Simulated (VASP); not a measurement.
The system is Eu.

```
CELL_PARAMETERS angstrom
-2.19395 2.19395 2.19395
2.19395 -2.19395 2.19395
2.19395 2.19395 -2.19395
ATOMIC_POSITIONS crystal
Eu 0.00000 0.00000 0.00000
```

Base run:

| Property | Result |
| --- | --- |
| Program | VASP 6.6.1 |
| Functional | PBE |
| Potentials or basis | VASP PAW PBE potentials, release 64 (Eu) |
| Cutoff | 520 eV |
| k mesh | 10 × 10 × 10 |
| Occupations | fermi-dirac, width 1 eV |
| Spin | collinear spin, ferromagnetic start |
| Starting moments | [7.02] μB |

Its results: pressure 1.2 GPa; net moment 5.15 μB per cell; site moments Eu +4.84 μB.

**Question.** The run is repeated on the same cell with these changes: occupations from fermi-dirac, width 1 eV to gaussian, width 0.6 eV. What comes out?

**Answer.** Pressure -0.1 GPa; net moment 7.36 μB per cell; site moments Eu +6.65 μB.

Caveats: so wide a smearing shifts energies and pressures.
